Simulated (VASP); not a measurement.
# PbO (P4/nmm) in VASP: a series of runs, part 2 of 2

VASP 6.6.1. The steps go on from the part before.

## (3) Single point, PBE (strain +0.050 along x and y, +0.050 along z)

Input file INCAR:

```
SYSTEM = PbO
PREC = Accurate ; ENCUT = 520
EDIFF = 1E-6 ; ISMEAR = 0
SIGMA = 0.05 ; LREAL = .False.
LASPH = .True. ; NELM = 100
ALGO = Normal ; ISIF = 2
LWAVE = .False. ; LCHARG = .False.
GGA = PE ; NBANDS = 28
```

Input file KPOINTS:

```
regular mesh
0
Gamma
  8 8 6
  0 0 0
```

Input file POSCAR:

```
PbO
1.0
    4.1731200000      0.0000000000      0.0000000000
    0.0000000000      4.1731200000      0.0000000000
    0.0000000000      0.0000000000      5.2731000000
Pb O
2 2
Direct
    0.0000000000      0.5000000000      0.2351000000
    0.5000000000      0.0000000000      0.7649000000
    0.0000000000      0.0000000000      0.0000000000
    0.5000000000      0.5000000000      0.0000000000
```

Potentials or basis: VASP PAW PBE potentials, release 64 (Pb_d, O).

Started as:

```
$ cat potpaw_PBE.64/Pb_d/POTCAR potpaw_PBE.64/O/POTCAR > POTCAR
$ mpirun -np 1 vasp_std > vasp.out
```

OUTCAR:

```text
SYSTEM = PbO
   PREC = Accurate
   ENCUT = 520
   EDIFF = 1E-6
   ISMEAR = 0
   LREAL = .False.
   LASPH = .True.
   NELM = 100
   ISIF = 2
   GGA = PE

 ion  position               nearest neighbor table
   1  0.000  0.500  0.235-   3 2.43   4 2.43   3 2.43   4 2.43   2 3.85   2 3.85   2 3.85   2 3.85
                             2 4.06   2 4.06   2 4.06   2 4.06
   2  0.500  0.000  0.765-   3 2.43   4 2.43   4 2.43   3 2.43   1 3.85   1 3.85   1 3.85   1 3.85
                             1 4.06   1 4.06   1 4.06   1 4.06
   3  0.000  0.000  0.000-   1 2.43   2 2.43   1 2.43   2 2.43
   4  0.500  0.500  0.000-   1 2.43   2 2.43   2 2.43   1 2.43

  LATTYP: Found a simple tetragonal cell.
 ALAT       =     4.1731200000
 C/A-ratio  =     1.2635869565

  Lattice vectors:

 A1 = (   4.1731200000,   0.0000000000,   0.0000000000)
 A2 = (   0.0000000000,   4.1731200000,   0.0000000000)
 A3 = (   0.0000000000,   0.0000000000,   5.2731000000)

Analysis of symmetry for initial positions (statically):
=====================================================================
 Subroutine PRICEL returns:
 Original cell was already a primitive cell.

 Routine SETGRP: Setting up the symmetry group for a
 simple tetragonal supercell.

 Subroutine GETGRP returns: Found 16 space group operations
 (whereof  8 operations were pure point group operations)
 out of a pool of 16 trial point group operations.

The static configuration has the point symmetry D_2d.
 The point group associated with its full space group is D_4h.

Analysis of symmetry for dynamics (positions and initial velocities):
=====================================================================
 Subroutine PRICEL returns:
 Original cell was already a primitive cell.

 Routine SETGRP: Setting up the symmetry group for a
 simple tetragonal supercell.

 Subroutine GETGRP returns: Found 16 space group operations
 (whereof  8 operations were pure point group operations)
 out of a pool of 16 trial point group operations.

The dynamic configuration has the point symmetry D_2d.
 The point group associated with its full space group is D_4h.

 Subroutine INISYM returns: Found 16 space group operations
 (whereof  8 operations are pure point group operations),
 and found     1 'primitive' translations

----------------------------------------------------------------------------------------

                                     Primitive cell

  volume of cell :      91.8307

  direct lattice vectors                    reciprocal lattice vectors
     4.173120000  0.000000000  0.000000000     0.239628863  0.000000000  0.000000000
     0.000000000  4.173120000  0.000000000     0.000000000  0.239628863  0.000000000
     0.000000000  0.000000000  5.273100000     0.000000000  0.000000000  0.189641767

  length of vectors
     4.173120000  4.173120000  5.273100000     0.239628863  0.239628863  0.189641767

  position of ions in fractional coordinates (direct lattice)
     0.000000000  0.500000000  0.235100000
     0.500000000  0.000000000  0.764900000
     0.000000000  0.000000000  0.000000000
     0.500000000  0.500000000  0.000000000

  ion indices of the primitive-cell ions
   primitive index   ion index
                 1           1
                 2           2
                 3           3
                 4           4

----------------------------------------------------------------------------------------

 KPOINTS: regular mesh

Automatic generation of k-mesh.
 Grid dimensions read from file:
 generate k-points for:    8    8    6

 Generating k-lattice:

  Cartesian coordinates                     Fractional coordinates (reciprocal lattice)
     0.029953608  0.000000000  0.000000000     0.125000000  0.000000000  0.000000000
     0.000000000  0.029953608  0.000000000     0.000000000  0.125000000  0.000000000
     0.000000000  0.000000000  0.031606961     0.000000000  0.000000000  0.166666667

  Length of vectors
     0.029953608  0.029953608  0.031606961

  Shift w.r.t. Gamma in fractional coordinates (k-lattice)
     0.000000000  0.000000000  0.000000000

 Subroutine IBZKPT returns following result:
 ===========================================

 Found     60 irreducible k-points:

 Following reciprocal coordinates:
            Coordinates               Weight
  0.000000  0.000000  0.000000      1.000000
  0.125000  0.000000  0.000000      4.000000
  0.250000  0.000000  0.000000      4.000000
  0.375000  0.000000  0.000000      4.000000
  0.500000  0.000000  0.000000      2.000000
  0.125000  0.125000  0.000000      4.000000
[... 16 lines left out ...]
  0.375000  0.125000  0.166667     16.000000
  0.500000  0.125000  0.166667      8.000000
 [... further k-points ...]
   k-points           NKPTS =     60   k-points in BZ     NKDIM =     60   number of bands    NBANDS=     28
   number of dos      NEDOS =    301   number of ions     NIONS =      4
   total plane-waves  NPLWV =  40960
   dimension x,y,z NGX =    32 NGY =   32 NGZ =   40
   dimension x,y,z NGXF=    64 NGYF=   64 NGZF=   80
   ions per type =               2   2
   NGX,Y,Z   is equivalent  to a cutoff of  12.75, 12.75, 12.61 a.u.
   NGXF,Y,Z  is equivalent  to a cutoff of  25.50, 25.50, 25.22 a.u.
 SYSTEM =  PbO
   PREC   = accura    normal or accurate (medium, high low for compatibility)
   ISTART =      0    job   : 0-new  1-cont  2-samecut
   ICHARG =      2    charge: 1-file 2-atom 10-const
   ISPIN  =      1    spin polarized calculation?
   LNONCOLLINEAR =      F non collinear calculations
   LSORBIT =      F    spin-orbit coupling
   LASPH  =      T    aspherical Exc in radial PAW
   ENCUT  =  520.0 eV  38.22 Ry    6.18 a.u.   7.76  7.76  9.80*2*pi/ulx,y,z
   NELM   =    100;   NELMIN=  2; NELMDL= -5     # of ELM steps
   EDIFF  = 0.1E-05   stopping-criterion for ELM
   LREAL  =      F    real-space projection
[... 7 lines left out ...]
   TEBEG  =    0.0;   TEEND  =   0.0 temperature during run
   PSTRESS=    0.0 pullay stress
   NELECT =      40.0000    total number of electrons
   NUPDOWN=      -1.0000    fix difference up-down
   EMIN   =  10.00;   EMAX   =-10.00  energy-range for DOS
   EFERMI =   0.00;   METHOD = LEGACY
   ISMEAR =     0;   SIGMA  =   0.05  broadening in eV -4-tet -1-fermi 0-gaus
   EFERMI_NEDOS =   21; number of points for ismear=-14 and -15
   IALGO  =     38    algorithm
   IMIX   =      4    mixing-type and parameters
     AMIX     =   0.40;   BMIX     =  1.00
     AMIX_MAG =   1.60;   BMIX_MAG =  1.00
  volume/ion in A,a.u.               =      22.96       154.93
  Fermi-wavevector in a.u.,A,eV,Ry     =   1.240982  2.345116 20.953475  1.540037
  Thomas-Fermi vector in A             =   2.375400
   LORBIT       =      0    0 simple, 1 ext, 2 COOP (PROOUT), +10 PAW based schemes
   GGA     = PE    functional components
   LHFCALC =     F    Hartree Fock is set to
   AEXX    =    0.0000 exact exchange contribution
   IVDW    =     0    specifies the selected vdW correction
   LEPSILON=     F    determine dielectric tensor
   LRPA    =     F    only Hartree local field effects (RPA)
 non-spin polarized calculation
 Gauss-broadening in eV      SIGMA  =   0.05
  energy-cutoff  :      520.00
  volume of cell :       91.83
 maximum number of plane-waves:      2496
 NGX is ok and might be reduce to    32
   NGX = 15   NGY = 15   NGZ = 19

 number of electron      39.9999990 magnetization

 Free energy of the ion-electron system (eV)
  ---------------------------------------------------
  ext. energy  EPLUGINS =         0.00000000
  ---------------------------------------------------
  free energy    TOTEN  =       -21.35814696 eV

  energy without entropy =      -21.35814696  energy(sigma->0) =      -21.35814696

 E-fermi :   3.7799     XC(G=0):  -9.1151

 val. band max:        3.5411049397   @ k =   0.1250   0.0000   0.0000
 cond. band min:       4.9560709268   @ k =   0.5000   0.5000   0.0000
 fundamental gap:      1.4149659871
 Fermi energy:         3.7799385932

 k-point     1 :       0.0000    0.0000    0.0000
  band No.  band energies     occupation
      1     -13.5967      2.00000
      2     -13.4308      2.00000
      3     -12.2577      2.00000
      4     -12.2577      2.00000
      5     -12.2301      2.00000
      6     -12.1938      2.00000
[... 20 lines left out ...]
     27      10.9385      0.00000
[... 691 lines left out ...]
      6     -12.1879      2.00000
[... 20 lines left out ...]
     27      12.6969      0.00000
     28      12.6969      0.00000

 [... further k-points ...]

------------------------ aborting loop because EDIFF is reached ----------------------------------------

  FORCE on cell =-STRESS in cart. coord.  units (eV):
  Direction    XX          YY          ZZ          XY          YZ          ZX
  --------------------------------------------------------------------------------------
  -------------------------------------------------------------------------------------
  Total       -3.1145571     -3.1145571     -2.7400184      0.0000000     -0.0000000      0.0000000
  in kB      -54.3399360    -54.3399360    -47.8053291      0.0000000     -0.0000000      0.0000000
  external PRESSURE =     -52.1617337 kB  Pullay stress =       0.0000000 kB

 VOLUME and BASIS-vectors are now :
 -----------------------------------------------------------------------------
  energy-cutoff  :      520.00
  volume of cell :       91.83
      direct lattice vectors                 reciprocal lattice vectors
     4.173120000  0.000000000  0.000000000     0.239628863  0.000000000  0.000000000
     0.000000000  4.173120000  0.000000000     0.000000000  0.239628863  0.000000000
     0.000000000  0.000000000  5.273100000     0.000000000  0.000000000  0.189641767

 POSITION                                       TOTAL-FORCE (eV/Angst)
 -----------------------------------------------------------------------------------
      0.00000      2.08656      1.23971         0.000000      0.000000     -1.209466
      2.08656      0.00000      4.03339        -0.000000      0.000000      1.209466
      0.00000      0.00000      0.00000         0.000000     -0.000000      0.000000
      2.08656      2.08656      0.00000        -0.000000      0.000000      0.000000
 -----------------------------------------------------------------------------------
    total drift:                                0.000000     -0.000000     -0.000000

  FREE ENERGIE OF THE ION-ELECTRON SYSTEM (eV)
  ---------------------------------------------------
  free  energy   TOTEN  =       -21.3581469560 eV

  energy  without entropy=      -21.3581469560  energy(sigma->0) =      -21.35814696
```

stdout:

```text
POSCAR found type information on POSCAR PbO
 POSCAR found :  2 types and       4 ions
 scaLAPACK will be used
 LDA part: xc-table for (Slater+PW92), standard interpolation
 POSCAR, INCAR and KPOINTS ok, starting setup
 FFT: planning ... GRIDC
 FFT: planning ... GRID_SOFT
 FFT: planning ... GRID
 WAVECAR not read
 entering main loop
```

Run time: 2.5 min. Hardware: 1 thread of Intel Xeon 8259CL, shared host; peak memory 0.27 GiB.

Results:

| Item | Value |
| --- | --- |
| Free energy | -21.3581 eV |
| Pressure | -5.2 GPa |
| Largest force | 1.209 eV/Å |
| Band gap on the k mesh | 1.42 eV (least direct gap 1.90 eV) |

Forces on the atoms (eV/Å):
```
Pb   0.000  0.000 -1.209
Pb   0.000  0.000  1.209
O    0.000  0.000  0.000
O    0.000  0.000  0.000
```

Caveat: the cell differs from its parent crystal (strain +0.050 along x and y, +0.050 along z); the cell stands under tension; spin-orbit coupling is left out, which moves the levels of the heavy elements; forces of over 1 eV/Å act on the atoms, so gaps and moduli don't describe the material at rest. A k mesh can miss the band edges.
